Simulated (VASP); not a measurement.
Wanted: the native input for a VASP 6.6.1 run.

```
Task                   : single point
Functional             : RPBE
Potentials or basis    : VASP PAW PBE potentials, release 64 (Nb_sv)
Cutoff                 : 520 eV
k mesh                 : 21 × 21 × 21
Occupations            : fermi-dirac, width 0.1 eV
Spin                   : no spin polarisation
Dipole correction      : no
Further INCAR settings : ALGO = Normal; EDIFF = 1e-06; NBANDS = 12
```

The structure of Nb lies in POSCAR:

```
Nb
1.0
    0.0000000000      2.1224182117      2.1224182117
    2.1224182117      0.0000000000      2.1224182117
    2.1224182117      2.1224182117      0.0000000000
Nb
1
Direct
    0.0000000000      0.0000000000      0.0000000000
```

The input as run:

INCAR

```
  PREC = Accurate
  ENCUT = 520
  EDIFF = 1E-6
  ISMEAR = -1
  SIGMA = 0.1
  LREAL = False
  LASPH = True
  NELM = 80
  ALGO = Normal
  ISIF = 2
  LWAVE = False
  LCHARG = True
  GGA = RP
  LELF = True
  LVHAR = True
  NBANDS = 12
```

KPOINTS

```
regular mesh
0
Gamma
  21 21 21
```

Potentials or basis: VASP PAW PBE potentials, release 64 (Nb_sv).

Command:

```bash
$ cat potpaw_PBE.64/Nb_sv/POTCAR > POTCAR
$ mpirun -np 1 vasp_std > vasp.out
```

It gave:

- Pressure: -0.4 GPa

Caveat: the PAW data sets were made with another functional, which shifts forces and pressure a little.

Run time: 35 s on 1 thread of Intel Xeon 6975P-C (shared host), peak memory 0.19 GiB.
